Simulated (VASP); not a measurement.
Write the native input for VASP 6.6.1 that does the following.

```
Task                   : single point
Functional             : PBEsol
Potentials or basis    : VASP PAW PBE potentials, release 64 (Ti_sv, Al)
Cutoff                 : 520 eV
k mesh                 : 18 × 18 × 10
Occupations            : gaussian, width 0.1 eV
Spin                   : no spin polarisation
Dipole correction      : no
Further INCAR settings : ALGO = Normal; EDIFF = 1e-06; NBANDS = 14
```

The structure of TiAl lies in POSCAR:

```
TiAl
1.0
    2.8586891186      0.0000000000      0.0000000000
   -1.4293445593      2.4756973982      0.0000000000
    0.0000000000      0.0000000000      4.2430680618
Ti Al
1 1
Direct
    0.0000000000      0.0000000000      0.0000000000
    0.3333333300      0.6666666700      0.5000000000
```

This cell differs from its parent crystal: strained.

These files were run (other wordings do the same):

INCAR

```
SYSTEM = TiAl
PREC = Accurate
ENCUT = 520
EDIFF = 1E-6
ISMEAR = 0
SIGMA = 0.1
LREAL = .FALSE.
LASPH = .TRUE.
NELM = 60
ALGO = Normal
ISIF = 2
LWAVE = .FALSE.
LCHARG = .FALSE.
GGA = PS
NBANDS = 14
```

KPOINTS

```
regular mesh
0
G
  18 18 10
  0 0 0
```

Potentials or basis: VASP PAW PBE potentials, release 64 (Ti_sv, Al).

Command:

```console
$ cat potpaw_PBE.64/Ti_sv/POTCAR potpaw_PBE.64/Al/POTCAR > POTCAR
$ mpirun -np 1 vasp_std > vasp.out
```

It gave:

```yaml
Pressure: 12.3 GPa
Band_gap_on_the_k_mesh: zero (an odd number of electrons rules out a gap without spin polarisation)
```

Caveat: the cell differs from its parent crystal (strained); the stress differs along the axes, from 7 to 23 GPa; the PAW data sets were made with another functional, which shifts forces and pressure a little.

It took 27 s on 1 thread of Intel(R) Xeon(R) 6975P-C (Granite Rapids), with other jobs on the host, peak memory 0.22 GiB.
